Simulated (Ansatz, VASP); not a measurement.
**N in VASP and in Ansatz**

```
N
1.0
     5.55956    0.00000    0.00000
     0.00000    5.55956    0.00000
     0.00000    0.00000    5.55956
N
4
Direct
  0.00037 0.00037 0.00037
  0.49963 0.99963 0.50037
  0.50037 0.49963 0.99963
  0.99963 0.50037 0.49963
```

Alike in both runs: task single point; functional r2SCAN; k mesh 4 × 4 × 4; occupations gaussian, width 0.02 eV; collinear spin.

|  | VASP | Ansatz |
| --- | --- | --- |
| version | VASP 6.6.1 | Ansatz 0.2.0 |
| potentials or method | VASP PAW PBE potentials, release 64 (N), cutoff 520 eV | scalar-relativistic, plane waves, PAW |
| valence electrons in the cell | 20 | 20 |

|  | VASP | Ansatz | Ansatz less VASP |
| --- | --- | --- | --- |
| gap on the k mesh at the Fermi level (eV) | 4.55 | 4.54 | -0.002 |
| least direct gap on the mesh (eV) | 4.62 | 4.62 | -0.002 |
| net moment per atom (μB) | 3.00 | 3.00 | 0.000 |
| size of the moment on the site where the two differ most (μB) | 1.99 | 2.94 | +0.951 |

VASP's potentials were made for PBE, not for r2SCAN. Site moments also hang on the region over which each program counts them. Ansatz's warnings: stability check not made.
